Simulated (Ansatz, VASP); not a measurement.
BaTiO3 in VASP and in Ansatz

```
Ba Ti O
1.0
     2.76994    1.59923    2.27042
    -2.76994    1.59923    2.27042
     0.00000   -3.19846    2.27042
Ba Ti O
1 1 3
Direct
  0.00000 0.00000 0.00000
  0.51400 0.51400 0.51400
  0.49160 0.49160 0.98150
  0.49160 0.98150 0.49160
  0.98150 0.49160 0.49160
```

Change from the starting cell: volume scaled by 0.94, crystal datasets.

Alike in both runs: task electric field gradients; functional LDA; k mesh 9 × 9 × 9; occupations fermi-dirac, width 0.05 eV; no spin polarisation.

|  | VASP | Ansatz |
| --- | --- | --- |
| version | VASP 6.6.1 | Ansatz 0.2.0 |
| potentials or method | VASP PAW LDA potentials, release 64 (Ba_sv, Ti_sv, O), cutoff 520 eV | all-electron PAW with datasets made for the crystal, scalar-relativistic |

```tsv
	VASP	Ansatz	Ansatz less VASP
gap on the k mesh at the Fermi level (eV)	2.45	2.51	+0.062
pressure (GPa)	8.2	5.6	-2.61
traceless stress, the component that is largest in VASP (GPa)	-0.66	-0.58	+0.078
rms of the force components (eV/Å)	0.321	0.280	-0.0410
size of Vzz on the site where it differs most (V/Å²)	12.4	13.0	+0.54
```

LDA's correlation is that of Perdew and Zunger in VASP and of Perdew and Wang (1992) in Ansatz. Atom by atom the forces differ by 0.044 eV/Å (rms over components). Ansatz ran all-electron here, and VASP with PAW potentials.

Spin-orbit coupling is off throughout.
